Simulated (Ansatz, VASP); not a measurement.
**Nb5O in VASP and in Ansatz**

```
Nb O
1.0
     0.00000    3.80588    3.80588
     3.80588    0.00000    3.80588
     3.80588    3.80588    0.00000
Nb O
5 1
Direct
  0.75000 0.75000 0.75000
  0.37731 0.37731 0.86806
  0.37731 0.86806 0.37731
  0.37731 0.37731 0.37731
  0.86806 0.37731 0.37731
  0.00000 0.00000 0.00000
```

Change from the starting cell: species swapped into the ErCu5 type (F-43m, No. 216).

Alike in both runs: functional PBE; k mesh 4 × 4 × 4; occupations gaussian, width 0.1 eV; no spin polarisation.

Ansatz relaxed the structure, and its values are those at the end. VASP's run is a single point on that final structure, the one shown.

|  | VASP | Ansatz |
| --- | --- | --- |
| version | VASP 6.6.1 | Ansatz 0.2.0 |
| potentials or method | VASP PAW PBE potentials, release 64 (Nb_sv, O), cutoff 520 eV | scalar-relativistic, plane waves, PAW |
| valence electrons in the cell | 71 | 71 |

```tsv
	VASP	Ansatz	Ansatz less VASP
gap on the k mesh at the Fermi level (eV)	none	none	-
pressure (GPa)	-0.1	0.1	+0.23
```

A gap of «none» marks a metal or a gap that the smearing closes.
